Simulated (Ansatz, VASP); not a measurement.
**ZnO in VASP and in Ansatz**

The input INCAR:

```
SYSTEM = ZnO
ALGO = Normal
EDIFF = 1E-6
ENCUT = 1340
GGA = CA
GGA_COMPAT = .False.
ISIF = 2
ISMEAR = 0
LASPH = .True.
LCHARG = .False.
LREAL = .False.
LWAVE = .False.
NBANDS = 26
NELM = 120
PREC = Accurate
SIGMA = 0.1
```

File KPOINTS:

```
k-points
0
Gamma
  6 6 4
  0 0 0
```

File POSCAR:

```
ZnO
1.0
    3.2494000000      0.0000000000      0.0000000000
   -1.6247000000      2.8140629500      0.0000000000
    0.0000000000      0.0000000000      5.2038000000
Zn O
2 2
Direct
    0.3333333300      0.6666666700      0.0000000000
    0.6666666700      0.3333333300      0.5000000000
    0.3333333300      0.6666666700      0.3830000000
    0.6666666700      0.3333333300      0.8830000000
```

Input for Ansatz:

```yaml
crystal:
  lattice:
    - [3.2494, 0.0, 0.0]
    - [-1.6247, 2.81406295, 0.0]
    - [0.0, 0.0, 5.2038]
  atoms:
    - { symbol: Zn, position: [0.33333333, 0.66666667, 0.0] }
    - { symbol: Zn, position: [0.66666667, 0.33333333, 0.5] }
    - { symbol: O, position: [0.33333333, 0.66666667, 0.383] }
    - { symbol: O, position: [0.66666667, 0.33333333, 0.883] }
basis:
  ecutwfc: 420
kpoints:
  mp_grid: { grid: [6, 6, 4] }
hamiltonian:
  xc: lda
  pseudopotentials: { kind: paw, azcp: { folder: soft_1 } }
scf:
  occupations: { method: gaussian, width: 0.1 }
output:
  forces: true
  stress: true
  eigenvalues: true
```

Alike in both runs: task single point; functional LDA; k mesh 6 × 6 × 4; occupations gaussian, width 0.1 eV; no spin polarisation.

```csv
,VASP,Ansatz
version,VASP 6.6.1,Ansatz 0.2.0
potentials or method,"VASP PAW LDA potentials, release 64 (Zn, O_h), cutoff 1340 eV","scalar-relativistic, plane waves, PAW"
valence electrons in the cell,36,36
```

|  | VASP | Ansatz | Ansatz less VASP |
| --- | --- | --- | --- |
| gap on the k mesh at the Fermi level (eV) | 0.74 | 0.73 | -0.015 |
| least direct gap on the mesh (eV) | 0.74 | 0.73 | -0.015 |
| pressure (GPa) | -6.2 | -7.0 | -0.84 |
| traceless stress, the component that is largest in VASP (GPa) | 0.15 | 0.19 | +0.039 |
| rms of the force components (eV/Å) | 0.039 | 0.037 | -0.0016 |

Ansatz warns that its potentials were made for another functional, while VASP's fit it. LDA's correlation is that of Perdew and Zunger in VASP and of Perdew and Wang (1992) in Ansatz. Atom by atom the forces differ by 0.002 eV/Å (rms over components).
